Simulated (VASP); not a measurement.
Here is a VASP 6.6.1 calculation.

POSCAR

```
Ti
1.0
    2.8638720491      0.0000000000      0.0000000000
   -1.4319360246      2.4801859477      0.0000000000
    0.0000000000      0.0000000000      4.5241149182
Ti
2
Direct
    0.3333333333      0.6666666667      0.2500000000
    0.6666666667      0.3333333333      0.7500000000
```

The input INCAR.step1:

```
PREC = Accurate
ENCUT = 520
ISMEAR = -1
SIGMA = 0.1
LREAL = False
LASPH = True
NELM = 80
NBANDS = 19
GGA = PE
ALGO = Normal
EDIFF = 1E-4
LWAVE = True
LCHARG = False
```

Contents of INCAR.step2:

```
PREC = Accurate
ENCUT = 520
EDIFF = 1E-6
ISMEAR = -1
SIGMA = 0.1
LREAL = False
LASPH = True
NELM = 80
ALGO = Normal
ISIF = 2
LWAVE = False
LCHARG = True
METAGGA = R2SCAN
LMIXTAU = True
LELF = True
LVHAR = True
NBANDS = 19
ISTART = 1
```

File KPOINTS:

```
Automatic mesh
0
Gamma
  18 18 10
```

Potentials or basis: VASP PAW PBE potentials, release 64 (Ti_sv).

Command:

```bash
$ cat potpaw_PBE.64/Ti_sv/POTCAR > POTCAR
$ cp INCAR.step1 INCAR
$ mpirun -np 1 vasp_std > vasp.out
$ cp INCAR.step2 INCAR
$ mpirun -np 1 vasp_std > vasp.out
```

(1) What does it give for the pressure?

(2) What does it give for the band gap on the k mesh?

## Answers

(1) 10.4 GPa.

(2) zero (bands 12 and 13 overlap by 1.29 eV).

Caveat: the cell stands under pressure; the PAW data sets were made with another functional, which shifts forces and pressure a little.
